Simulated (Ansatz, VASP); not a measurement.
**One calculation of ZnS, two programs**

```
CELL_PARAMETERS angstrom
3.42501 -3.58086 0.00000
3.42501 3.58086 0.00000
0.00000 0.00000 4.17287
ATOMIC_POSITIONS crystal
Zn 0.50000 0.50000 0.50000
S 0.50000 0.50000 0.00000
```

Alike in both runs: functional PBE; k mesh 6 × 6 × 4; occupations gaussian, width 0.1 eV; no spin polarisation.

Ansatz relaxed the structure, and its values are those at the end. VASP's run is a single point on that final structure, the one shown.

```csv
,VASP,Ansatz
version,VASP 6.6.1,Ansatz 0.2.0
potentials or method,"VASP PAW PBE potentials, release 64 (Zn, S), cutoff 520 eV","scalar-relativistic, plane waves, PAW"
valence electrons in the cell,18,18
```

```csv
,VASP,Ansatz,Ansatz less VASP
gap on the k mesh at the Fermi level (eV),1.13,1.11,-0.013
least direct gap on the mesh (eV),2.14,2.13,-0.005
pressure (GPa),0.2,0.1,-0.07
```
